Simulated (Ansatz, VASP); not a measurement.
**One calculation of PtSe2, two programs**

```
Pt Se
1.0
     3.77229    0.00000    0.00000
    -1.88614    3.26689    0.00000
     0.00000    0.00000    5.33877
Pt Se
1 2
Direct
  0.00000 0.00000 0.00000
  0.33333 0.66667 0.23989
  0.66667 0.33333 0.76011
```

Change from the starting cell: hydrostatic strain +1.2%.

Alike in both runs: task single point; functional r2SCAN; k mesh 12 × 12 × 6; occupations fermi-dirac, width 0.02 eV; no spin polarisation.

|  | VASP | Ansatz |
| --- | --- | --- |
| version | VASP 6.6.1 | Ansatz 0.2.0 |
| potentials or method | VASP PAW PBE potentials, release 64 (Pt, Se) | plane waves, PAW |
| plane-wave cutoff (eV) | 520 | 500 |
| valence electrons in the cell | 22 | 50 |

|  | VASP | Ansatz | Ansatz less VASP |
| --- | --- | --- | --- |
| pressure (GPa) | -0.8 | -0.9 | -0.05 |
| traceless stress, the component that is largest in VASP (GPa) | 1.39 | 1.44 | +0.043 |
| rms of the force components (eV/Å) | 0.009 | 0.014 | +0.0048 |

VASP's potentials were made for PBE, not for r2SCAN. Atom by atom the forces differ by 0.005 eV/Å (rms over components). The functional is the same, so the differences come from potentials, cutoffs and numerics. VASP's potentials hold 22 valence electrons a cell and Ansatz's 50, so a difference there can come from the potentials and not from the codes.

Neither program's run includes spin-orbit coupling.
